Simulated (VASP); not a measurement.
A run of VASP 6.6.1 is set up as follows.

The input POSCAR:

```
Li
1.0
    0.0000000000      2.9572404615      2.9572404615
    2.9572404615      0.0000000000      2.9572404615
    2.9572404615      2.9572404615      0.0000000000
Li
2
Direct
    1.0000000000      1.0000000000      1.0000000000
    0.2500000000      0.2500000000      0.2500000000
```

The input INCAR.step1:

```
SYSTEM = Li
PREC = Accurate
ENCUT = 830
ISMEAR = -1
SIGMA = 0.1
LREAL = .FALSE.
LASPH = .TRUE.
NELM = 120
NBANDS = 10
GGA = PE
ALGO = Normal
EDIFF = 1E-5
LWAVE = .TRUE.
LCHARG = .FALSE.
GGA_COMPAT = .FALSE.
```

The input INCAR.step2:

```
SYSTEM = Li
PREC = Accurate
ENCUT = 830
EDIFF = 1E-6
ISMEAR = -1
SIGMA = 0.1
LREAL = .FALSE.
LASPH = .TRUE.
NELM = 120
ALGO = Normal
ISIF = 2
LWAVE = .FALSE.
LCHARG = .TRUE.
METAGGA = R2SCAN
LMIXTAU = .TRUE.
LELF = .TRUE.
LVHAR = .TRUE.
NBANDS = 10
ISTART = 1
GGA_COMPAT = .FALSE.
```

File KPOINTS:

```
regular mesh
0
G
  6 6 6
  0 0 0
```

Potentials or basis: VASP PAW PBE potentials, release 64 (Li_sv).

Run with:

```sh
$ cat potpaw_PBE.64/Li_sv/POTCAR > POTCAR
$ cp INCAR.step1 INCAR
$ mpirun -np 1 vasp_std > vasp.out
$ cp INCAR.step2 INCAR
$ mpirun -np 1 vasp_std > vasp.out
```

Question: What does it give for the pressure?

Answer: -0.2 GPa.

Question: What does it give for the band gap on the k mesh?

Answer: Zero (bands 3 and 4 overlap by 0.70 eV).

Caveat: the PAW data sets were made with another functional, which shifts forces and pressure a little.
